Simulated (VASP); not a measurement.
# HfC (P6_3/mmc) in VASP: further runs, part 2 of 2

VASP 6.6.1.

### Step 3. Single point, LDA

This run uses another cell than the first one, of 11.59 Å³/atom.

INCAR

```
SYSTEM = HfC
ALGO     = Normal         ! electronic algorithm
EDIFF    = 1E-6           ! SCF threshold, eV
ENCUT    = 520            ! plane-wave cutoff, eV
ISIF     = 2              ! what is computed and relaxed
ISMEAR   = -1             ! smearing method
LASPH    = .TRUE.         ! aspherical terms in the spheres
LCHARG   = .FALSE.        ! write CHGCAR
LREAL    = .FALSE.        ! projectors in reciprocal space
LWAVE    = .FALSE.        ! write WAVECAR
NBANDS   = 22             ! bands
NELM     = 60             ! most SCF steps
PREC     = Accurate       ! precision mode
SIGMA    = 0.05           ! smearing width, eV
```

KPOINTS

```
k-points
0
G
  7 7 4
  0 0 0
```

POSCAR

```
HfC
1.0
    3.2323038293      0.0000000000      0.0000000000
   -1.6161519147      2.7992572289      0.0000000000
    0.0000000000      0.0000000000      5.1228301890
Hf C
2 2
Direct
    0.6666666667      0.3333333333      0.7500000000
    0.3333333333      0.6666666667      0.2500000000
    0.0000000000      0.0000000000      0.0000000000
    0.0000000000      0.0000000000      0.5000000000
```

Potentials or basis: VASP PAW LDA potentials, release 64 (Hf_pv, C).

On the command line:

```sh
$ cat potpaw_LDA.64/Hf_pv/POTCAR potpaw_LDA.64/C/POTCAR > POTCAR
$ mpirun -np 1 vasp_std > vasp.out
```

OUTCAR:

```text
SYSTEM = HfC
   EDIFF = 1E-6
   ENCUT = 520
   ISIF = 2
   ISMEAR = -1
   LASPH = .TRUE.
   LREAL = .FALSE.
   NELM = 60
   PREC = Accurate

 ion  position               nearest neighbor table
   1  0.667  0.333  0.750-   3 2.26   4 2.26   3 2.26   4 2.26   3 2.26   4 2.26   2 3.17   2 3.17
                             2 3.17   2 3.17   2 3.17   2 3.17
   2  0.333  0.667  0.250-   3 2.26   4 2.26   3 2.26   4 2.26   3 2.26   4 2.26   1 3.17   1 3.17
                             1 3.17   1 3.17   1 3.17   1 3.17
   3  0.000  0.000  0.000-   1 2.26   2 2.26   1 2.26   2 2.26   1 2.26   2 2.26
   4  0.000  0.000  0.500-   1 2.26   2 2.26   1 2.26   2 2.26   1 2.26   2 2.26
[... 801 lines left out ...]
  -------------------------------------------------------------------------------------
  Total        2.5174688      2.5174688      2.5573092     -0.0000000      0.0000000     -0.0000000
  in kB       87.0181272     87.0181272     88.3952387     -0.0000000      0.0000000     -0.0000000
  external PRESSURE =      87.4771643 kB  Pullay stress =       0.0000000 kB

 VOLUME and BASIS-vectors are now :
 -----------------------------------------------------------------------------
  energy-cutoff  :      520.00
  volume of cell :       46.35
      direct lattice vectors                 reciprocal lattice vectors
     3.232303829  0.000000000  0.000000000     0.309376857  0.178618812  0.000000000
    -1.616151915  2.799257229  0.000000000     0.000000000  0.357237623  0.000000000
     0.000000000  0.000000000  5.122830189     0.000000000  0.000000000  0.195204597

 POSITION                                       TOTAL-FORCE (eV/Angst)
 -----------------------------------------------------------------------------------
      1.61615      0.93309      3.84212        -0.000000      0.000000      0.000000
     -0.00000      1.86617      1.28071         0.000000     -0.000000      0.000000
      0.00000      0.00000      0.00000         0.000000      0.000000      0.000000
      0.00000      0.00000      2.56142         0.000000      0.000000      0.000000
 -----------------------------------------------------------------------------------
    total drift:                               -0.000000      0.000000     -0.000000

  FREE ENERGIE OF THE ION-ELECTRON SYSTEM (eV)
  ---------------------------------------------------
  free  energy   TOTEN  =       -45.0207219430 eV

  energy  without entropy=      -45.0178264163  energy(sigma->0) =      -45.01927418
```

OSZICAR:

```text
N       E                     dE             d eps       ncg     rms          rms(c)
DAV:   1     0.856803899782E+02    0.85680E+02   -0.15527E+04  1056   0.126E+03
DAV:   2    -0.458228819243E+02   -0.13150E+03   -0.12547E+03  1374   0.292E+02
DAV:   3    -0.509524342941E+02   -0.51296E+01   -0.50890E+01  1352   0.418E+01
DAV:   4    -0.509982698885E+02   -0.45836E-01   -0.45805E-01  1282   0.439E+00
DAV:   5    -0.509987977178E+02   -0.52783E-03   -0.52779E-03  1420   0.405E-01    0.884E+01
DAV:   6    -0.453116285099E+02    0.56872E+01   -0.43969E+01  1188   0.240E+01    0.646E+01
DAV:   7    -0.451102142109E+02    0.20141E+00   -0.34273E+00  1188   0.823E+00    0.251E+01
DAV:   8    -0.450329229831E+02    0.77291E-01   -0.24243E-01  1328   0.259E+00    0.402E+00
DAV:   9    -0.450251344347E+02    0.77885E-02   -0.15194E-01  1172   0.149E+00    0.374E+00
DAV:  10    -0.450214128864E+02    0.37215E-02   -0.94101E-03  1258   0.503E-01    0.718E-01
DAV:  11    -0.450207443363E+02    0.66855E-03   -0.29975E-03  1280   0.232E-01    0.437E-01
DAV:  12    -0.450207216896E+02    0.22647E-04   -0.19275E-04  1310   0.642E-02    0.213E-02
DAV:  13    -0.450207219430E+02   -0.25339E-06   -0.36280E-06  1170   0.115E-02
   1 F= -.45020722E+02 E0= -.45019274E+02  d E =-.289553E-02
```

stdout:

```text
POSCAR found type information on POSCAR HfC
 POSCAR found :  2 types and       4 ions
 scaLAPACK will be used
 LDA part: xc-table for (Slater(with rela. corr.)+CA(PZ))
 , standard interpolation
 POSCAR, INCAR and KPOINTS ok, starting setup
 FFT: planning ... GRIDC
 FFT: planning ... GRID_SOFT
 FFT: planning ... GRID
 WAVECAR not read
 entering main loop
```

Run time: 7.4 s. Hardware: 1 thread of Intel Xeon 6975P-C (Granite Rapids), shared host; peak memory 0.15 GiB.

Results:

```yaml
Free_energy: -45.0207 eV
Pressure: 8.7 GPa
Band_gap_on_the_k_mesh: zero (bands 14 and 15 overlap by 1.21 eV)
```

Levels at points of the mesh, in eV from the Fermi level:
```tsv
k point	band 10	band 11	band 12	band 13	band 14	band 15	band 16	band 17	band 18	band 19
(0.00, 0.00, 0.00)	-3.11	-3.11	-1.14	-1.14	1.03	1.56	1.56	2.22	2.22	2.40
(0.00, 0.00, 0.50)	-3.16	-2.67	-2.67	-2.67	-2.67	4.34	4.34	4.34	4.34	4.60
```

Caveat: the cell stands under pressure; spin-orbit coupling is left out, which moves the levels of the heavy elements.

### Step 4. Single point, LDA

This run uses another cell than the first one, of 11.93 Å³/atom.

INCAR

```
SYSTEM = HfC
PREC = Accurate
ENCUT = 520
EDIFF = 1E-6
ISMEAR = -1
SIGMA = 0.05
LREAL = .FALSE.
LASPH = .TRUE.
NELM = 100
ALGO = Normal
ISIF = 2
LWAVE = .FALSE.
LCHARG = .TRUE.
LELF = .TRUE.
LVHAR = .TRUE.
NBANDS = 22
```

KPOINTS

```
regular mesh
0
G
  7 7 4
  0 0 0
```

POSCAR

```
HfC
1.0
    3.2629392794      0.0000000000      0.0000000000
   -1.6314696397      2.8257883070      0.0000000000
    0.0000000000      0.0000000000      5.1752098721
Hf C
2 2
Direct
    0.6666666667      0.3333333333      0.7500000000
    0.3333333333      0.6666666667      0.2500000000
    0.0000000000      0.0000000000      0.0000000000
    0.0000000000      0.0000000000      0.5000000000
```

On the command line:

```sh
$ cat potpaw_LDA.64/Hf_pv/POTCAR potpaw_LDA.64/C/POTCAR > POTCAR
$ mpirun -np 1 vasp_std > vasp.out
```

Wall time 7.4 s (1 thread of Intel Xeon 6975P-C (Granite Rapids), shared host); peak memory 0.15 GiB.

The run converged. Its results:

```
Free energy            : -45.0598 eV
Pressure               : 0.5 GPa
Band gap on the k mesh : zero (bands 14 and 15 overlap by 1.16 eV)
```

Stress tensor (GPa, compression positive):
```
0.49 0.00 0.00
0.00 0.49 0.00
0.00 0.00 0.59
```

Levels at points of the mesh, in eV from the Fermi level:
```
           k point  band 11  band 12  band 13  band 14  band 15  band 16  band 17  band 18
(0.00, 0.00, 0.00)    -3.05    -1.13    -1.13     1.00     1.51     1.51     2.15     2.15
(0.00, 0.00, 0.50)    -2.61    -2.61    -2.61    -2.61     4.18     4.18     4.18     4.18
```

Caveat: spin-orbit coupling is left out, which moves the levels of the heavy elements.

### Step 5. Single point, LDA

This run uses another cell than the first one, of 11.84 Å³/atom.

INCAR

```
SYSTEM = HfC
PREC = Accurate
ENCUT = 520
EDIFF = 1E-6
ISMEAR = -1
SIGMA = 0.05
LREAL = .False.
LASPH = .True.
NELM = 60
ALGO = Normal
ISIF = 2
LWAVE = .False.
LCHARG = .False.
NBANDS = 22
```

KPOINTS

```
regular mesh
0
Gamma
  7 7 4
  0 0 0
```

POSCAR

```
HfC
1.0
    3.2549207446      0.0000000000      0.0000000000
   -1.6274603723      2.8188440522      0.0000000000
    0.0000000000      0.0000000000      5.1614732354
Hf C
2 2
Direct
    0.6666666667      0.3333333333      0.7500000000
    0.3333333333      0.6666666667      0.2500000000
    0.0000000000      0.0000000000      0.0000000000
    0.0000000000      0.0000000000      0.5000000000
```

On the command line:

```sh
$ cat potpaw_LDA.64/Hf_pv/POTCAR potpaw_LDA.64/C/POTCAR > POTCAR
$ mpirun -np 1 vasp_std > vasp.out
```

Wall time 7.3 s (1 thread of Intel Xeon 6975P-C (Granite Rapids), shared host); peak memory 0.15 GiB.

It converged, with:

```
Free energy            : -45.0562 eV
Pressure               : 2.6 GPa
Band gap on the k mesh : zero (bands 14 and 15 overlap by 1.18 eV)
```

Stress tensor (GPa, compression positive):
```
2.54 0.00 0.00
0.00 2.54 0.00
0.00 0.00 2.65
```

Levels at points of the mesh, in eV from the Fermi level:
| k point | band 11 | band 12 | band 13 | band 14 | band 15 | band 16 | band 17 | band 18 |
| --- | --- | --- | --- | --- | --- | --- | --- | --- |
| (0.00, 0.00, 0.00) | -3.06 | -1.13 | -1.13 | 1.01 | 1.52 | 1.52 | 2.16 | 2.16 |
| (0.00, 0.00, 0.50) | -2.63 | -2.63 | -2.63 | -2.63 | 4.22 | 4.22 | 4.22 | 4.22 |

Caveat: spin-orbit coupling is left out, which moves the levels of the heavy elements.

### Step 6. The runs side by side

| cell | gap on the mesh (eV) | pressure (GPa) |
| --- | --- | --- |
| a = 3.240, b = 3.240, c = 5.135 Å, angles 90.0, 90.0, 120.0°, 4 atoms | none | 6.7 |
| a = 3.232, b = 3.232, c = 5.123 Å, angles 90.0, 90.0, 120.0°, 4 atoms | none | 8.7 |
| a = 3.263, b = 3.263, c = 5.175 Å, angles 90.0, 90.0, 120.0°, 4 atoms | none | 0.5 |
| a = 3.255, b = 3.255, c = 5.161 Å, angles 90.0, 90.0, 120.0°, 4 atoms | none | 2.6 |

Alike in all rows: task single point; level LDA; potentials or basis VASP PAW LDA potentials, release 64 (Hf_pv, C); no spin polarisation; k mesh 7 × 7 × 4; cutoff (eV) 520; smearing fermi-dirac 0.05 eV.

Caveats: spin-orbit coupling is left out, which moves the levels of the heavy elements; the cell stands under pressure (at least some runs).

Total energies depend on the potentials used, so only differences within one code and one set of settings carry meaning.
